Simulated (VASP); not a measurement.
SrO: single point with r2SCAN

The system is SrO.

```
Sr O
1.0
     3.52944    0.00000    0.00000
    -1.76472    3.05658    0.00000
     0.00000    0.00000    6.17558
Sr O
2 2
Direct
  0.66667 0.33333 0.75000
  0.33333 0.66667 0.25000
  0.00000 0.00000 0.50000
  0.00000 0.00000 0.00000
```

| Quantity | Value |
| --- | --- |
| Program | VASP 6.6.1 |
| Task | single point |
| Functional | r2SCAN |
| Potentials or basis | VASP PAW PBE potentials, release 64 (Sr_sv, O) |
| Cutoff | 520 eV |
| k mesh | 9 × 9 × 5 |
| Occupations | fermi-dirac, width 0.05 eV |
| Spin | no spin polarisation |

| Item | Value |
| --- | --- |
| Pressure | 2.0 GPa |
| Band gap on the k mesh | 3.53 eV (least direct gap 3.78 eV) |

Stress tensor (GPa, compression positive):
```
1.93 0.00 0.00
0.00 1.93 0.00
0.00 0.00 2.24
```

Levels at points of the mesh, in eV from the valence-band top:
| k point | band 13 | band 14 | band 15 | band 16 | band 17 | band 18 | band 19 | band 20 |
| --- | --- | --- | --- | --- | --- | --- | --- | --- |
| (0.00, 0.00, 0.00) | -1.07 | -0.82 | -0.82 | 0.00 | 3.79 | 5.50 | 5.70 | 6.78 |

Wall time 5.6 min on 1 thread of Intel Xeon 8259CL, on a shared host, peak memory 0.23 GiB.

Caveat: the PAW data sets were made with another functional, which shifts forces and pressure a little. A k mesh can miss the band edges.
